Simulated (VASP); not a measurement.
Write the native input for VASP 6.6.1 that does the following.

| Item | Value |
| --- | --- |
| Task | single point |
| Functional | PBEsol |
| Potentials or basis | VASP PAW PBE potentials, release 64 (K_sv) |
| Cutoff | 520 eV |
| k mesh | 11 × 11 × 11 |
| Occupations | fermi-dirac, width 0.1 eV |
| Spin | no spin polarisation |
| Dipole correction | no |
| Further INCAR settings | ALGO = Normal; EDIFF = 1e-07; NBANDS = 10 |

The structure of K lies in POSCAR:

```
K
1.0
    0.0000000000      2.6125014308      2.6125014308
    2.6125014308      0.0000000000      2.6125014308
    2.6125014308      2.6125014308      0.0000000000
K
1
Direct
    0.0000000000      0.0000000000      0.0000000000
```

This cell differs from its parent crystal: volume scaled by 0.5.

These files were run (other wordings do the same):

INCAR

```
PREC = Accurate ; ENCUT = 520
EDIFF = 1E-7 ; ISMEAR = -1
SIGMA = 0.1 ; LREAL = F
LASPH = T ; NELM = 80
ALGO = Normal ; ISIF = 2
LWAVE = F ; LCHARG = F
GGA = PS ; NBANDS = 10
```

KPOINTS

```
regular mesh
0
Gamma
  11 11 11
```

Potentials or basis: VASP PAW PBE potentials, release 64 (K_sv).

Launch:

```console
$ cat potpaw_PBE.64/K_sv/POTCAR > POTCAR
$ mpirun -np 1 vasp_std > vasp.out
```

Results of the run:

- Pressure: 8.8 GPa

Caveat: the PAW data sets were made with another functional, which shifts forces and pressure a little.

Wall time 11 s on 1 thread of AMD EPYC 9R45 96-Core Processor (Zen 5), on a shared host, peak memory 0.13 GiB.
